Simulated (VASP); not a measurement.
# Si in VASP: a series of runs

Si is run at these levels: PBE; tasks: single point.

Everything below comes from runs of VASP 6.6.1. Logs are shortened: lines on timing, memory, paths and dates and some standing lists are left out, and cuts for length are marked.

### 1 The cell of the first run

Symmetry: I4/mmm, No. 139, tetragonal system. The conventional cell has a = 6.747 Å, b = 6.747 Å, c = 3.893 Å, α = 90.00°, β = 90.00°, γ = 90.00°. Within 3.1 Å of Si (site symmetry m2m) lie 4 Si at 2.38 to 2.41 Å.

### 2 Single point, PBE

INCAR

```
SYSTEM = Si
PREC     = Accurate       ! precision mode
ENCUT    = 520            ! plane-wave cutoff, eV
EDIFF    = 1E-6           ! SCF threshold, eV
ISMEAR   = 0              ! smearing method
SIGMA    = 0.05           ! smearing width, eV
LREAL    = .False.        ! projectors in reciprocal space
LASPH    = .True.         ! aspherical terms in the spheres
NELM     = 60             ! most SCF steps
ALGO     = Normal         ! electronic algorithm
ISIF     = 2              ! what is computed and relaxed
LWAVE    = .False.        ! write WAVECAR
LCHARG   = .False.        ! write CHGCAR
GGA      = PE             ! functional
NBANDS   = 16             ! bands
```

KPOINTS

```
Automatic mesh
0
Gamma
  10 10 10
  0 0 0
```

POSCAR

```
Si
1.0
   -3.3733515583      3.3733515583      1.9464404495
    3.3733515583     -3.3733515583      1.9464404495
    3.3733515583      3.3733515583     -1.9464404495
Si
4
Direct
    0.1786105076      0.1786105076      0.3572210152
    0.8213894924      0.8213894924      0.6427789848
    0.1786105076      0.8213894924      0.0000000000
    0.8213894924      0.1786105076      0.0000000000
```

Potentials or basis: VASP PAW PBE potentials, release 64 (Si).

Command:

```
> cat potpaw_PBE.64/Si/POTCAR > POTCAR
> mpirun -np 1 vasp_std > vasp.out
```

OUTCAR:

```text
SYSTEM = Si
   PREC = Accurate
   ENCUT = 520
   EDIFF = 1E-6
   ISMEAR = 0
   LREAL = .False.
   LASPH = .True.
   NELM = 60
   ISIF = 2
   GGA = PE

 ion  position               nearest neighbor table
   1  0.179  0.179  0.357-   2 2.38   2 2.38   3 2.41   4 2.41
   2  0.821  0.821  0.643-   1 2.38   1 2.38   4 2.41   3 2.41
   3  0.179  0.821  0.000-   4 2.38   4 2.38   2 2.41   1 2.41
   4  0.821  0.179  0.000-   3 2.38   3 2.38   2 2.41   1 2.41

  LATTYP: Found a body centered tetragonal cell.
 ALAT       =     6.7467031166
 C/A-ratio  =     0.5770049210

  Lattice vectors:

 A1 = (  -3.3733515583,   3.3733515583,   1.9464404495)
 A2 = (   3.3733515583,  -3.3733515583,   1.9464404495)
 A3 = (   3.3733515583,   3.3733515583,  -1.9464404495)

Analysis of symmetry for initial positions (statically):
=====================================================================
 Subroutine PRICEL returns:
 Original cell was already a primitive cell.

 Routine SETGRP: Setting up the symmetry group for a
 body centered tetragonal supercell.

 Subroutine GETGRP returns: Found 16 space group operations
 (whereof 16 operations were pure point group operations)
 out of a pool of 16 trial point group operations.

The static configuration has the point symmetry D_4h.

Analysis of symmetry for dynamics (positions and initial velocities):
=====================================================================
 Subroutine PRICEL returns:
 Original cell was already a primitive cell.

 Routine SETGRP: Setting up the symmetry group for a
 body centered tetragonal supercell.

 Subroutine GETGRP returns: Found 16 space group operations
 (whereof 16 operations were pure point group operations)
 out of a pool of 16 trial point group operations.

The dynamic configuration has the point symmetry D_4h.

 Subroutine INISYM returns: Found 16 space group operations
 (whereof 16 operations are pure point group operations),
 and found     1 'primitive' translations

----------------------------------------------------------------------------------------

                                     Primitive cell

  volume of cell :      88.5981

  direct lattice vectors                    reciprocal lattice vectors
    -3.373351558  3.373351558  1.946440450     0.000000000  0.148220543  0.256879166
     3.373351558 -3.373351558  1.946440450     0.148220543  0.000000000  0.256879166
     3.373351558  3.373351558 -1.946440450     0.148220543  0.148220543  0.000000000

  length of vectors
[... 91 lines left out ...]
   NFREE  =      0    steps in history (QN), initial steepest desc. (CG)
   ISIF   =      2    stress and relaxation
   ISYM   =      2    0-nonsym 1-usesym 2-fastsym
   POTIM  = 0.5000    time-step for ionic-motion
   TEBEG  =    0.0;   TEEND  =   0.0 temperature during run
   PSTRESS=    0.0 pullay stress
   NELECT =      16.0000    total number of electrons
   NUPDOWN=      -1.0000    fix difference up-down
   EMIN   =  10.00;   EMAX   =-10.00  energy-range for DOS
   EFERMI =   0.00;   METHOD = LEGACY
   ISMEAR =     0;   SIGMA  =   0.05  broadening in eV -4-tet -1-fermi 0-gaus
   EFERMI_NEDOS =   21; number of points for ismear=-14 and -15
   IALGO  =     38    algorithm
   IMIX   =      4    mixing-type and parameters
     AMIX     =   0.40;   BMIX     =  1.00
     AMIX_MAG =   1.60;   BMIX_MAG =  1.00
  volume/ion in A,a.u.               =      22.15       149.47
  Fermi-wavevector in a.u.,A,eV,Ry     =   0.925351  1.748661 11.650333  0.856275
  Thomas-Fermi vector in A             =   2.051196
   LORBIT       =      0    0 simple, 1 ext, 2 COOP (PROOUT), +10 PAW based schemes
   GGA     = PE    functional components
   LHFCALC =     F    Hartree Fock is set to
   AEXX    =    0.0000 exact exchange contribution
   IVDW    =     0    specifies the selected vdW correction
   LEPSILON=     F    determine dielectric tensor
   LRPA    =     F    only Hartree local field effects (RPA)
 non-spin polarized calculation
 Gauss-broadening in eV      SIGMA  =   0.05
  energy-cutoff  :      520.00
  volume of cell :       88.60
 maximum number of plane-waves:      2448
 NGX is ok and might be reduce to    40
   NGX = 19   NGY = 19   NGZ = 19

 number of electron      16.0000000 magnetization

 Free energy of the ion-electron system (eV)
  ---------------------------------------------------
  ext. energy  EPLUGINS =         0.00000000
  ---------------------------------------------------
  free energy    TOTEN  =       -21.28146103 eV

  energy without entropy =      -21.28146103  energy(sigma->0) =      -21.28146103

 E-fermi :   5.2533     XC(G=0):  -8.9243

 val. band max:        5.0353415490   @ k =   0.5000   0.5000   0.5000
 cond. band min:       5.4839144899   @ k =   0.3000   0.2000   0.2000
 fundamental gap:      0.4485729410
 Fermi energy:         5.2533274849

 k-point     1 :       0.0000    0.0000    0.0000
  band No.  band energies     occupation
      1      -6.7144      2.00000
      2      -2.6734      2.00000
      3      -0.4217      2.00000
      4      -0.4217      2.00000
      5       1.4485      2.00000
      6       3.6253      2.00000
[... 433 lines left out ...]
      3      -1.9372      2.00000
      4       0.0790      2.00000
      5       1.0293      2.00000
      6       2.2209      2.00000
[... 8 lines left out ...]
     15      11.1018      0.00000
     16      11.6981      0.00000

 [... further k-points ...]

------------------------ aborting loop because EDIFF is reached ----------------------------------------

  FORCE on cell =-STRESS in cart. coord.  units (eV):
  Direction    XX          YY          ZZ          XY          YZ          ZX
  --------------------------------------------------------------------------------------
  -------------------------------------------------------------------------------------
  Total       -1.0776580     -1.0776580     -1.1316959      0.0000000      0.0000000      0.0000000
  in kB      -19.4879983    -19.4879983    -20.4651998      0.0000000      0.0000000      0.0000000
  external PRESSURE =     -19.8137321 kB  Pullay stress =       0.0000000 kB

 VOLUME and BASIS-vectors are now :
 -----------------------------------------------------------------------------
  energy-cutoff  :      520.00
  volume of cell :       88.60
      direct lattice vectors                 reciprocal lattice vectors
    -3.373351558  3.373351558  1.946440450     0.000000000  0.148220543  0.256879166
     3.373351558 -3.373351558  1.946440450     0.148220543  0.000000000  0.256879166
     3.373351558  3.373351558 -1.946440450     0.148220543  0.148220543  0.000000000

 POSITION                                       TOTAL-FORCE (eV/Angst)
 -----------------------------------------------------------------------------------
      1.20503      1.20503      0.00000        -0.023616     -0.023616     -0.000000
      2.16832      2.16832      1.94644         0.023616      0.023616      0.000000
      2.16832     -2.16832      1.94644         0.023616     -0.023616     -0.000000
     -2.16832      2.16832      1.94644        -0.023616      0.023616     -0.000000
 -----------------------------------------------------------------------------------
    total drift:                               -0.000000     -0.000000      0.000000

  FREE ENERGIE OF THE ION-ELECTRON SYSTEM (eV)
  ---------------------------------------------------
  free  energy   TOTEN  =       -21.2814610306 eV

  energy  without entropy=      -21.2814610306  energy(sigma->0) =      -21.28146103
```

OSZICAR:

```text
N       E                     dE             d eps       ncg     rms          rms(c)
DAV:   1     0.247705120497E+02    0.24771E+02   -0.58097E+03  3264   0.809E+02
DAV:   2    -0.197769360619E+02   -0.44547E+02   -0.40181E+02  4480   0.115E+02
DAV:   3    -0.216353034281E+02   -0.18584E+01   -0.18426E+01  4424   0.222E+01
DAV:   4    -0.216596343193E+02   -0.24331E-01   -0.24327E-01  4040   0.328E+00
DAV:   5    -0.216601350505E+02   -0.50073E-03   -0.50071E-03  4536   0.448E-01    0.646E+00
DAV:   6    -0.213929848939E+02    0.26715E+00   -0.12634E-01  3792   0.170E+00    0.391E+00
DAV:   7    -0.212769704873E+02    0.11601E+00   -0.23569E-01  4040   0.235E+00    0.309E-01
DAV:   8    -0.212802267168E+02   -0.32562E-02   -0.23835E-02  3896   0.816E-01    0.162E-01
DAV:   9    -0.212811824950E+02   -0.95578E-03   -0.17015E-03  4376   0.230E-01    0.931E-02
DAV:  10    -0.212814151511E+02   -0.23266E-03   -0.31321E-04  4008   0.891E-02    0.353E-02
DAV:  11    -0.212814583758E+02   -0.43225E-04   -0.58826E-05  4384   0.414E-02    0.803E-03
DAV:  12    -0.212814608762E+02   -0.25005E-05   -0.30067E-06  4120   0.950E-03    0.234E-03
DAV:  13    -0.212814610306E+02   -0.15433E-06   -0.74999E-07  3672   0.458E-03
   1 F= -.21281461E+02 E0= -.21281461E+02  d E =-.445793E-12
```

It took 2.3 min on 1 thread of Intel Xeon Platinum 8488C (Sapphire Rapids), shared host; peak memory 0.28 GiB.

What came out:

```
Free energy            : -21.2815 eV
Pressure               : -2.0 GPa
Largest force          : 0.033 eV/Å
Band gap on the k mesh : 0.45 eV (least direct gap 0.46 eV)
```

Forces on the atoms (eV/Å):
```
Si  -0.024 -0.024  0.000
Si   0.024  0.024  0.000
Si   0.024 -0.024  0.000
Si  -0.024  0.024  0.000
```

Levels at points of the mesh, in eV from the valence-band top:
| k point | band 5 | band 6 | band 7 | band 8 | band 9 | band 10 | band 11 | band 12 |
| --- | --- | --- | --- | --- | --- | --- | --- | --- |
| (0.00, 0.00, 0.00) | -3.59 | -1.41 | -1.41 | -0.52 | 1.49 | 1.52 | 1.52 | 2.34 |
| (0.50, 0.00, 0.00) | -4.15 | -3.32 | -2.26 | -1.37 | 0.93 | 2.33 | 3.07 | 3.51 |
| (0.50, 0.50, 0.00) | -2.70 | -1.90 | -1.78 | -1.53 | 1.63 | 1.96 | 1.97 | 3.90 |
| (0.50, 0.50, 0.50) | -2.79 | -0.20 | 0.00 | 0.00 | 0.46 | 2.75 | 3.42 | 4.00 |

Caveat: semilocal functionals underestimate gaps, and a narrow one can read as zero. A k mesh can miss the band edges.

### 3 Single point, PBE (atoms displaced along a vibrational mode, the cell strained)

INCAR

```
SYSTEM = Si
PREC = Accurate
ENCUT = 520
EDIFF = 1E-7
ISMEAR = 0
SIGMA = 0.05
LREAL = .False.
LASPH = .True.
NELM = 100
ALGO = Normal
ISIF = 2
LWAVE = .False.
LCHARG = .False.
GGA = PE
NBANDS = 16
```

KPOINTS is that of step 2.

POSCAR

```
Si
1.0
   -3.3733515583      3.3733515583      1.9464404495
    3.3733515583     -3.3733515583      1.9464404495
    3.3733515583      3.3733515583     -1.9464404495
Si
4
Direct
    0.1664887805      0.1664887805      0.3572210152
    0.8092677652      0.8092677652      0.6427789848
    0.1907322348      0.8335112195      0.0000000000
    0.8335112195      0.1907322348      0.0000000000
```

Potentials or basis: VASP PAW PBE potentials, release 64 (Si).

Command:

```
> cat potpaw_PBE.64/Si/POTCAR > POTCAR
> mpirun -np 1 vasp_std > vasp.out
```

It took 2.7 min on 1 thread of Intel Xeon Platinum 8488C (Sapphire Rapids), shared host; peak memory 0.28 GiB.

It converged, with:

| Quantity | Value |
| --- | --- |
| Free energy | -21.2707 eV |
| Pressure | -2.0 GPa |
| Largest force | 0.126 eV/Å |
| Band gap on the k mesh | 0.43 eV (least direct gap 0.51 eV) |

Forces on the atoms (eV/Å):
```
Si  -0.036 -0.036  0.115
Si   0.036  0.036  0.115
Si   0.036 -0.036 -0.115
Si  -0.036  0.036 -0.115
```

Levels at points of the mesh, in eV from the valence-band top:
| k point | band 4 | band 5 | band 6 | band 7 | band 8 | band 9 | band 10 | band 11 | band 12 | band 13 |
| --- | --- | --- | --- | --- | --- | --- | --- | --- | --- | --- |
| (0.00, 0.00, 0.00) | -5.46 | -3.59 | -1.42 | -1.42 | -0.51 | 1.48 | 1.50 | 1.50 | 2.33 | 2.33 |
| (0.50, 0.00, 0.00) | -6.02 | -4.16 | -3.33 | -2.26 | -1.37 | 0.92 | 2.31 | 3.06 | 3.50 | 4.07 |
| (0.50, 0.50, 0.00) | -4.89 | -2.70 | -1.90 | -1.78 | -1.54 | 1.60 | 1.94 | 1.96 | 3.89 | 4.29 |
| (0.50, 0.50, 0.50) | -4.75 | -2.80 | -0.26 | 0.00 | 0.00 | 0.51 | 2.73 | 3.41 | 3.99 | 4.44 |

Caveat: the cell differs from its parent crystal (atoms displaced along a vibrational mode, the cell strained); semilocal functionals underestimate gaps, and a narrow one can read as zero. A k mesh can miss the band edges.

### 4 Single point, PBE (atoms displaced along a vibrational mode, the cell strained)

INCAR

```
ALGO = Normal ; EDIFF = 1E-6
ENCUT = 520 ; GGA = PE
ISIF = 2 ; ISMEAR = 0
LASPH = True ; LCHARG = False
LREAL = False ; LWAVE = False
NBANDS = 16 ; NELM = 80
PREC = Accurate ; SIGMA = 0.05
```

KPOINTS

```
k-points
0
Gamma
  10 10 10
```

POSCAR

```
Si
1.0
   -3.4014544573      3.4014544573      1.9626559606
    3.4014544573     -3.4014544573      1.9626559606
    3.4014544573      3.4014544573     -1.9626559606
Si
4
Direct
    0.1725496441      0.1725496441      0.3572210152
    0.8153286288      0.8153286288      0.6427789848
    0.1846713712      0.8274503559      0.0000000000
    0.8274503559      0.1846713712      0.0000000000
```

Command:

```
> cat potpaw_PBE.64/Si/POTCAR > POTCAR
> mpirun -np 1 vasp_std > vasp.out
```

Wall time 2.3 min (1 thread of Intel Xeon Platinum 8488C (Sapphire Rapids), shared host); peak memory 0.28 GiB.

The run converged. Its results:

```
Free energy            : -21.2387 eV
Pressure               : -3.7 GPa
Largest force          : 0.092 eV/Å
Band gap on the k mesh : 0.44 eV (least direct gap 0.49 eV)
```

Forces on the atoms (eV/Å):
```
Si  -0.049 -0.049  0.061
Si   0.049  0.049  0.061
Si   0.049 -0.049 -0.061
Si  -0.049  0.049 -0.061
```

Stress tensor (GPa, compression positive):
```
-3.67  0.00  0.00
 0.00 -3.67  0.00
 0.00  0.00 -3.83
```

Levels at points of the mesh, in eV from the valence-band top:
| k point | band 5 | band 6 | band 7 | band 8 | band 9 | band 10 | band 11 | band 12 |
| --- | --- | --- | --- | --- | --- | --- | --- | --- |
| (0.00, 0.00, 0.00) | -3.49 | -1.38 | -1.38 | -0.49 | 1.45 | 1.45 | 1.52 | 2.34 |
| (0.50, 0.00, 0.00) | -4.05 | -3.24 | -2.19 | -1.34 | 0.97 | 2.29 | 3.08 | 3.52 |
| (0.50, 0.50, 0.00) | -2.62 | -1.85 | -1.72 | -1.49 | 1.59 | 1.95 | 1.96 | 3.84 |
| (0.50, 0.50, 0.50) | -2.73 | -0.21 | 0.00 | 0.00 | 0.49 | 2.46 | 3.37 | 3.98 |

Caveat: the cell differs from its parent crystal (atoms displaced along a vibrational mode, the cell strained); the cell stands under tension; semilocal functionals underestimate gaps, and a narrow one can read as zero. A k mesh can miss the band edges.

### 5 Single point, PBE (atoms displaced along a vibrational mode, the cell strained)

INCAR

```
PREC = Accurate ; ENCUT = 520
EDIFF = 1E-7 ; ISMEAR = 0
SIGMA = 0.05 ; LREAL = False
LASPH = True ; NELM = 80
ALGO = Normal ; ISIF = 2
LWAVE = False ; LCHARG = False
GGA = PE ; NBANDS = 16
```

KPOINTS

```
Automatic mesh
0
Gamma
  10 10 10
```

POSCAR

```
Si
1.0
   -3.4014544573      3.4014544573      1.9626559606
    3.4014544573     -3.4014544573      1.9626559606
    3.4014544573      3.4014544573     -1.9626559606
Si
4
Direct
    0.1664887805      0.1664887805      0.3572210152
    0.8092677652      0.8092677652      0.6427789848
    0.1907322348      0.8335112195      0.0000000000
    0.8335112195      0.1907322348      0.0000000000
```

Command:

```
> cat potpaw_PBE.64/Si/POTCAR > POTCAR
> mpirun -np 1 vasp_std > vasp.out
```

Run time: 74 s. Hardware: 1 thread of Intel Xeon 6975P-C (Granite Rapids), shared host; peak memory 0.28 GiB.

The run converged. Its results:

- Free energy: -21.2300 eV
- Pressure: -3.8 GPa
- Largest force: 0.148 eV/Å
- Band gap on the k mesh: 0.43 eV (least direct gap 0.52 eV)

Forces on the atoms (eV/Å):
```
Si  -0.057 -0.057  0.123
Si   0.057  0.057  0.123
Si   0.057 -0.057 -0.123
Si  -0.057  0.057 -0.123
```

Stress tensor (GPa, compression positive):
```
-3.72  0.00  0.00
 0.00 -3.72  0.00
 0.00  0.00 -3.86
```

Levels at points of the mesh, in eV from the valence-band top:
```tsv
k point	band 6	band 7	band 8	band 9	band 10	band 11
(0.00, 0.00, 0.00)	-1.39	-1.39	-0.49	1.44	1.44	1.51
(0.50, 0.00, 0.00)	-3.24	-2.19	-1.34	0.96	2.28	3.07
(0.50, 0.50, 0.00)	-1.86	-1.73	-1.50	1.58	1.95	1.96
(0.50, 0.50, 0.50)	-0.26	0.00	0.00	0.52	2.45	3.37
```

Caveat: the cell differs from its parent crystal (atoms displaced along a vibrational mode, the cell strained); the cell stands under tension; semilocal functionals underestimate gaps, and a narrow one can read as zero.

### 6 Overview

```csv
cell,gap on the mesh (eV),pressure (GPa),largest force (eV/Å)
"a = 5.152 Å, angles 98.2, 98.2, 135.6°, 4 atoms, atomic positions A",0.45,-2.0,0.03
"a = 5.152 Å, angles 98.2, 98.2, 135.6°, 4 atoms, atomic positions B",0.43,-2.0,0.13
"a = 5.195 Å, angles 98.2, 98.2, 135.6°, 4 atoms, atomic positions C",0.44,-3.7,0.09
"a = 5.195 Å, angles 98.2, 98.2, 135.6°, 4 atoms, atomic positions B",0.43,-3.8,0.15
```

Alike in all rows: task single point; level PBE; potentials or basis VASP PAW PBE potentials, release 64 (Si); no spin polarisation; k mesh 10 × 10 × 10; cutoff (eV) 520; smearing gaussian 0.05 eV.

Caveats: semilocal functionals underestimate gaps, and a narrow one can read as zero; the cell stands under tension (at least some runs).

Total energies depend on the potentials used, so only differences within one code and one set of settings carry meaning.
